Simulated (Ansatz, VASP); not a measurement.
**MgCd3Se4 in VASP and in Ansatz**

```
Mg Cd Se
1.0
     5.14678    0.00000    0.00000
    -2.57339    4.45724    0.00000
     0.00000    0.00000   10.27718
Mg Cd Se
1 3 4
Direct
  0.00000 0.00000 0.50000
  0.33333 0.66667 0.00000
  0.66667 0.33333 0.00000
  0.00000 0.00000 0.00000
  0.33333 0.66667 0.50000
  0.66667 0.33333 0.50000
  0.00000 0.00000 0.75497
  0.00000 0.00000 0.24503
```

Alike in both runs: functional PBE; k mesh 3 × 3 × 2; occupations gaussian, width 0.15 eV; no spin polarisation.

Ansatz relaxed the structure, and its values are those at the end. VASP's run is a single point on that final structure, the one shown.

|  | VASP | Ansatz |
| --- | --- | --- |
| version | VASP 6.6.1 | Ansatz 0.2.0 |
| potentials or method | VASP PAW PBE potentials, release 64 (Mg, Cd, Se), cutoff 600 eV | scalar-relativistic, plane waves, PAW |
| valence electrons in the cell | 62 | 134 |

VASP gave:

- gap on the k mesh at the Fermi level (eV): none
- pressure (GPa): -0.1
- rms of the force components (eV/Å): 0.005

What did Ansatz give for the same quantities?

gap on the k mesh at the Fermi level (eV): none; pressure (GPa): -0.2; rms of the force components (eV/Å): 0.013.

A gap of «none» marks a metal or a gap that the smearing closes. VASP's potentials hold 62 valence electrons a cell and Ansatz's 134, so a difference there can come from the potentials and not from the codes.

The k mesh is coarse, so the values compare programs but aren't converged.
